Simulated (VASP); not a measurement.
GeF5:

```
Ge F
1.0
     4.85545    0.00000    0.00000
    -2.42773    4.20495    0.00000
     0.00000    0.00000    3.95103
Ge F
1 5
Direct
  0.00000 0.00000 0.00000
  0.00000 0.50000 0.50000
  0.33333 0.66667 0.00000
  0.66667 0.33333 0.00000
  0.50000 0.00000 0.50000
  0.50000 0.50000 0.50000
```

- Program: VASP 6.6.1
- Task: relaxation of cell and atoms
- Functional: PBE
- Potentials or basis: VASP PAW PBE potentials, release 64 (Ge_d, F)
- Cutoff: 600 eV
- k mesh: 6 × 6 × 4
- Occupations: gaussian, width 0.1 eV
- Spin: no spin polarisation

At the start: pressure -6.8 GPa; volume 13.44 Å³/atom.

**Question.** How do energy, volume and symmetry change on relaxing?

**Answer.** Over 12 steps the energy falls by 406.0 meV/atom and the volume is 11.61 Å³/atom (-13.7 %); space group P6/mmm (No. 191, to 0.05 Å).

Step by step:
| step | energy change (eV) | largest force (eV/Å) | pressure (GPa) | volume (Å³) |
| --- | --- | --- | --- | --- |
| 1 | 0.0000 | 0.0000 | -6.81 | 80.67 |
| 2 | -0.5688 | 0.0000 | -3.82 | 74.08 |
| 3 | -1.0331 | 0.0000 | 23.74 | 55.40 |
| 4 | -1.1359 | 0.0000 | 8.98 | 62.16 |
| 5 | -1.5937 | 0.0000 | 7.80 | 61.97 |
| 6 | -1.7301 | 0.0000 | 22.84 | 60.17 |
| 7 | -2.0692 | 0.0000 | 13.03 | 61.24 |
| 8 | -2.0689 | 0.0000 | 14.28 | 61.09 |
| 9 | -2.4042 | 0.0000 | 4.01 | 67.10 |
| 10 | -2.4325 | 0.0000 | -0.27 | 70.16 |
| 11 | -2.4339 | 0.0000 | 0.49 | 69.58 |
| 12 | -2.4362 | 0.0000 | 0.23 | 69.65 |

Final structure:
```yaml
crystal:
  lattice:
    - [4.00203, 0.00000, 0.00000]
    - [-2.00101, 3.46586, 0.00000]
    - [0.00000, 0.00000, 5.02131]
  atoms:
    - { symbol: Ge, position: [0.00000, 0.00000, 0.00000] }
    - { symbol: F, position: [0.00000, 0.50000, 0.50000] }
    - { symbol: F, position: [0.33333, 0.66667, 0.00000] }
    - { symbol: F, position: [0.66667, 0.33333, 0.00000] }
    - { symbol: F, position: [0.50000, 0.00000, 0.50000] }
    - { symbol: F, position: [0.50000, 0.50000, 0.50000] }
```

Caveat: the k points lie up to 0.31 Å⁻¹ apart in the final cell; an odd number of electrons without spin polarisation forces a metal; a magnetic or distorted state may lie lower.
